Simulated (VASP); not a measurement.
# BeTe (F-43m) in VASP: notebook

Runs on BeTe. Level: PBEsol. Tasks: single point, relaxation of cell and atoms.

All numbers are computed with VASP 6.6.1; they aren't measurements. Logs are shortened: lines on timing, memory, paths and dates and some standing lists are left out, and cuts for length are marked.

## Step 1: The cell of the first run

The structure is cubic, space group F-43m (No. 216). Conventional cell: a = 5.606 Å, b = 5.606 Å, c = 5.606 Å, α = 90.00°, β = 90.00°, γ = 90.00°. Be (site symmetry -43m) has 4 Te at 2.43 Å within 3.2 Å. Within 3.2 Å of Te (site symmetry -43m) lie 4 Be at 2.43 Å.

## Step 2: Single point, PBEsol

INCAR

```
SYSTEM = BeTe
  PREC = Accurate
  ENCUT = 520
  EDIFF = 1E-6
  ISMEAR = 0
  SIGMA = 0.02
  LREAL = .FALSE.
  LASPH = .TRUE.
  NELM = 80
  ALGO = Normal
  ISIF = 2
  LWAVE = .FALSE.
  LCHARG = .FALSE.
  GGA = PS
  NBANDS = 11
```

KPOINTS

```
Automatic mesh
0
G
  8 8 8
  0 0 0
```

POSCAR

```
BeTe
1.0
    0.0000000000      2.8029552547      2.8029552547
    2.8029552547      0.0000000000      2.8029552547
    2.8029552547      2.8029552547      0.0000000000
Be Te
1 1
Direct
    0.0000000000      0.0000000000      0.0000000000
    0.7500000000      0.7500000000      0.7500000000
```

Potentials or basis: VASP PAW PBE potentials, release 64 (Be, Te).

Run with:

```console
$ cat potpaw_PBE.64/Be/POTCAR potpaw_PBE.64/Te/POTCAR > POTCAR
$ mpirun -np 1 vasp_std > vasp.out
```

OUTCAR:

```text
SYSTEM = BeTe
   PREC = Accurate
   ENCUT = 520
   EDIFF = 1E-6
   ISMEAR = 0
   LREAL = .FALSE.
   LASPH = .TRUE.
   NELM = 80
   ISIF = 2
   GGA = PS

 ion  position               nearest neighbor table
   1  0.000  0.000  0.000-   2 2.43   2 2.43   2 2.43   2 2.43
   2  0.750  0.750  0.750-   1 2.43   1 2.43   1 2.43   1 2.43

  LATTYP: Found a face centered cubic cell.
 ALAT       =     5.6059105094

  Lattice vectors:

 A1 = (   0.0000000000,   2.8029552547,   2.8029552547)
 A2 = (   2.8029552547,   0.0000000000,   2.8029552547)
 A3 = (   2.8029552547,   2.8029552547,   0.0000000000)

Analysis of symmetry for initial positions (statically):
=====================================================================
 Subroutine PRICEL returns:
 Original cell was already a primitive cell.

 Routine SETGRP: Setting up the symmetry group for a
 face centered cubic supercell.

 Subroutine GETGRP returns: Found 24 space group operations
 (whereof 24 operations were pure point group operations)
 out of a pool of 48 trial point group operations.

The static configuration has the point symmetry T_d .

Analysis of symmetry for dynamics (positions and initial velocities):
=====================================================================
 Subroutine PRICEL returns:
 Original cell was already a primitive cell.

 Routine SETGRP: Setting up the symmetry group for a
 face centered cubic supercell.

 Subroutine GETGRP returns: Found 24 space group operations
 (whereof 24 operations were pure point group operations)
 out of a pool of 48 trial point group operations.

The dynamic configuration has the point symmetry T_d .

 Subroutine INISYM returns: Found 24 space group operations
 (whereof 24 operations are pure point group operations),
 and found     1 'primitive' translations

----------------------------------------------------------------------------------------

                                     Primitive cell

  volume of cell :      44.0432

  direct lattice vectors                    reciprocal lattice vectors
     0.000000000  2.802955255  2.802955255    -0.178383154  0.178383154  0.178383154
     2.802955255  0.000000000  2.802955255     0.178383154 -0.178383154  0.178383154
     2.802955255  2.802955255  0.000000000     0.178383154  0.178383154 -0.178383154

  length of vectors
     3.963977336  3.963977336  3.963977336     0.308968687  0.308968687  0.308968687

  position of ions in fractional coordinates (direct lattice)
     0.000000000  0.000000000  0.000000000
     0.750000000  0.750000000  0.750000000

  ion indices of the primitive-cell ions
[... 85 lines left out ...]
   PSTRESS=    0.0 pullay stress
   NELECT =       8.0000    total number of electrons
   NUPDOWN=      -1.0000    fix difference up-down
   EMIN   =  10.00;   EMAX   =-10.00  energy-range for DOS
   EFERMI =   0.00;   METHOD = LEGACY
   ISMEAR =     0;   SIGMA  =   0.02  broadening in eV -4-tet -1-fermi 0-gaus
   EFERMI_NEDOS =   21; number of points for ismear=-14 and -15
   IALGO  =     38    algorithm
   IMIX   =      4    mixing-type and parameters
     AMIX     =   0.40;   BMIX     =  1.00
     AMIX_MAG =   1.60;   BMIX_MAG =  1.00
  volume/ion in A,a.u.               =      22.02       148.61
  Fermi-wavevector in a.u.,A,eV,Ry     =   0.927140  1.752041 11.695413  0.859589
  Thomas-Fermi vector in A             =   2.053178
   LORBIT       =      0    0 simple, 1 ext, 2 COOP (PROOUT), +10 PAW based schemes
   GGA     = PS    functional components
   LHFCALC =     F    Hartree Fock is set to
   AEXX    =    0.0000 exact exchange contribution
   IVDW    =     0    specifies the selected vdW correction
   LEPSILON=     F    determine dielectric tensor
   LRPA    =     F    only Hartree local field effects (RPA)
 non-spin polarized calculation
 Gauss-broadening in eV      SIGMA  =   0.02
  energy-cutoff  :      520.00
  volume of cell :       44.04
 maximum number of plane-waves:      1243
 NGX is ok and might be reduce to    30
   NGX = 15   NGY = 15   NGZ = 15

 number of electron       7.9999999 magnetization

 Free energy of the ion-electron system (eV)
  ---------------------------------------------------
  ext. energy  EPLUGINS =         0.00000000
  ---------------------------------------------------
  free energy    TOTEN  =        -8.21585605 eV

  energy without entropy =       -8.21585605  energy(sigma->0) =       -8.21585605

 E-fermi :   5.2981     XC(G=0):  -9.2570

 val. band max:        5.1596218803   @ k =   0.0000   0.0000   0.0000
 cond. band min:       6.9786207659   @ k =   0.5000   0.5000   0.0000
 fundamental gap:      1.8189988857
 Fermi energy:         5.2980549614

 k-point     1 :       0.0000    0.0000    0.0000
  band No.  band energies     occupation
      1      -7.2656      2.00000
      2       5.1596      2.00000
      3       5.1596      2.00000
      4       5.1596      2.00000
      5       8.7473      0.00000
      6       8.7473      0.00000
      7       8.7473      0.00000
      8       8.9921      0.00000
      9      13.3711      0.00000
     10      15.4309      0.00000
     11      15.4309      0.00000
[... 309 lines left out ...]
 k-point    24 :      -0.3750    0.2500    0.1250
  band No.  band energies     occupation
      1      -5.6340      2.00000
      2      -0.0695      2.00000
      3       2.1955      2.00000
      4       3.2009      2.00000
      5       9.2974      0.00000
      6       9.5126      0.00000
      7      11.8592      0.00000
      8      12.9201      0.00000
      9      13.6020      0.00000
     10      16.7168      0.00000
     11      17.0236      0.00000

 [... further k-points ...]

------------------------ aborting loop because EDIFF is reached ----------------------------------------

  FORCE on cell =-STRESS in cart. coord.  units (eV):
  Direction    XX          YY          ZZ          XY          YZ          ZX
  --------------------------------------------------------------------------------------
  -------------------------------------------------------------------------------------
  Total        0.0614585      0.0614585      0.0614585     -0.0000000      0.0000000     -0.0000000
  in kB        2.2357037      2.2357037      2.2357037     -0.0000000      0.0000000     -0.0000000
  external PRESSURE =       2.2357037 kB  Pullay stress =       0.0000000 kB

 VOLUME and BASIS-vectors are now :
 -----------------------------------------------------------------------------
  energy-cutoff  :      520.00
  volume of cell :       44.04
      direct lattice vectors                 reciprocal lattice vectors
     0.000000000  2.802955255  2.802955255    -0.178383154  0.178383154  0.178383154
     2.802955255  0.000000000  2.802955255     0.178383154 -0.178383154  0.178383154
     2.802955255  2.802955255  0.000000000     0.178383154  0.178383154 -0.178383154

 POSITION                                       TOTAL-FORCE (eV/Angst)
 -----------------------------------------------------------------------------------
      0.00000      0.00000      0.00000         0.000000      0.000000      0.000000
      4.20443      4.20443      4.20443        -0.000000     -0.000000     -0.000000
 -----------------------------------------------------------------------------------
    total drift:                               -0.000000     -0.000000     -0.000000

  FREE ENERGIE OF THE ION-ELECTRON SYSTEM (eV)
  ---------------------------------------------------
  free  energy   TOTEN  =        -8.2158560468 eV

  energy  without entropy=       -8.2158560468  energy(sigma->0) =       -8.21585605
```

OSZICAR:

```text
N       E                     dE             d eps       ncg     rms          rms(c)
DAV:   1     0.177968225537E+02    0.17797E+02   -0.32268E+03   638   0.575E+02
DAV:   2    -0.726203623348E+01   -0.25059E+02   -0.23934E+02   813   0.922E+01
DAV:   3    -0.834946943757E+01   -0.10874E+01   -0.10855E+01   854   0.200E+01
DAV:   4    -0.836072747342E+01   -0.11258E-01   -0.11257E-01   760   0.228E+00
DAV:   5    -0.836092760930E+01   -0.20014E-03   -0.20013E-03   825   0.294E-01    0.404E+00
DAV:   6    -0.825374168768E+01    0.10719E+00   -0.10109E-01   734   0.125E+00    0.242E+00
DAV:   7    -0.821567943761E+01    0.38062E-01   -0.10074E-01   746   0.135E+00    0.413E-01
DAV:   8    -0.821572758380E+01   -0.48146E-04   -0.51399E-03   725   0.407E-01    0.900E-02
DAV:   9    -0.821583918942E+01   -0.11161E-03   -0.18127E-04   779   0.837E-02    0.275E-02
DAV:  10    -0.821585574922E+01   -0.16560E-04   -0.32874E-05   703   0.277E-02    0.127E-02
DAV:  11    -0.821585604683E+01   -0.29761E-06   -0.94815E-07   768   0.606E-03
   1 F= -.82158560E+01 E0= -.82158560E+01  d E =-.103171E-24
```

stdout:

```text
POSCAR found type information on POSCAR BeTe
 POSCAR found :  2 types and       2 ions
 scaLAPACK will be used
 -----------------------------------------------------------------------------
|                                                                             |
|                                                                             |
|     You enforced a specific xc type in the INCAR file but a different       |
|     I HOPE YOU KNOW WHAT YOU ARE DOING!                                     |
|                                                                             |
 -----------------------------------------------------------------------------

 LDA part: xc-table for (Slater+PW92), standard interpolation
 POSCAR, INCAR and KPOINTS ok, starting setup
 FFT: planning ... GRIDC
 FFT: planning ... GRID_SOFT
 FFT: planning ... GRID
 WAVECAR not read
 entering main loop
```

It took 16 s on 1 thread of Intel Xeon Platinum 8259CL at 2.50GHz (Skylake/Cascade Lake), shared host; peak memory 0.17 GiB.

What came out:

```yaml
Free_energy: -8.2159 eV
Pressure: 0.2 GPa
Band_gap_on_the_k_mesh: 1.82 eV, indirect (least direct gap 3.59 eV)
```

Levels at points of the mesh, in eV from the valence-band top:
```tsv
k point	band 1	band 2	band 3	band 4	band 5	band 6	band 7	band 8
(0.00, 0.00, 0.00)	-12.43	0.00	0.00	0.00	3.59	3.59	3.59	3.83
(0.50, 0.00, 0.00)	-11.04	-5.66	-1.16	-1.16	3.07	4.55	4.55	7.66
(0.50, 0.50, 0.00)	-10.54	-5.20	-2.71	-2.71	1.82	2.59	9.79	9.79
```

Caveat: the PAW data sets were made with another functional, which shifts forces and pressure a little; spin-orbit coupling is left out, which moves the levels of the heavy elements. PBEsol gaps usually lie below the measured ones, often by a third to a half.

## Step 3: Relaxation of cell and atoms, PBEsol

This run uses another cell than the first one, of 22.70 Å³/atom, 1.031 times its volume.

INCAR

```
SYSTEM = BeTe
ALGO = Normal
EDIFF = 1E-6
EDIFFG = -0.005
ENCUT = 600
GGA = PS
IBRION = 2
ISIF = 3
ISMEAR = 0
LASPH = .TRUE.
LCHARG = .FALSE.
LREAL = .FALSE.
LWAVE = .FALSE.
NELM = 60
NSW = 100
PREC = Accurate
SIGMA = 0.02
```

KPOINTS

```
k-points
0
G
  8 8 8
  0 0 0
```

POSCAR

```
BeTe
1.0
    0.0000000000      2.8314587876      2.8314587876
    2.8314587876      0.0000000000      2.8314587876
    2.8314587876      2.8314587876      0.0000000000
Be Te
1 1
Direct
    0.0000000000      0.0000000000      0.0000000000
    0.7500000000      0.7500000000      0.7500000000
```

Potentials or basis: VASP PAW PBE potentials, release 64 (Be, Te).

Run with:

```console
$ cat potpaw_PBE.64/Be/POTCAR potpaw_PBE.64/Te/POTCAR > POTCAR
$ mpirun -np 1 vasp_std > vasp.out
```

Wall time 29 s (1 thread of Intel Xeon Platinum 8259CL at 2.50GHz (Skylake/Cascade Lake), shared host); peak memory 0.18 GiB.

It converged, with:

```
Free energy                            : -8.2160 eV
Relaxed volume                         : 22.10 Å³/atom
Relaxed cell                           : a = 3.968 Å, b = 3.968 Å, c = 3.968 Å, α = 60.00°, β = 60.00°, γ = 60.00°
Space group after relaxing (to 0.05 Å) : F-43m (No. 216)
Energy gained by relaxing              : 3.0 meV/atom
Ionic steps                            : 3
Pressure after relaxing                : 0.0 GPa
Band gap on the k mesh                 : 1.83 eV, indirect (least direct gap 3.59 eV)
```

The path:
```tsv
step	energy change (eV)	largest force (eV/Å)	pressure (GPa)	volume (Å³)
1	0.0000	0.0000	-1.54	45.40
2	-0.0057	0.0000	0.29	43.99
3	-0.0059	0.0000	0.01	44.19
```

Final structure:
```
Be Te
1.0
     0.00000    2.80612    2.80612
     2.80612    0.00000    2.80612
     2.80612    2.80612    0.00000
Be Te
1 1
Cartesian
  0.0000 0.0000 0.0000
  4.2092 4.2092 4.2092
```

Levels at points of the mesh, in eV from the valence-band top:
```
           k point  band 1  band 2  band 3  band 4  band 5  band 6  band 7  band 8
(0.00, 0.00, 0.00)  -12.40    0.00    0.00    0.00    3.59    3.59    3.59    3.81
(0.50, 0.00, 0.00)  -11.03   -5.64   -1.15   -1.15    3.06    4.55    4.55    7.66
(0.50, 0.50, 0.00)  -10.52   -5.19   -2.70   -2.70    1.83    2.60    9.77    9.77
```

Caveat: the PAW data sets were made with another functional, which shifts forces and pressure a little; spin-orbit coupling is left out, which moves the levels of the heavy elements. A k mesh can miss the band edges.
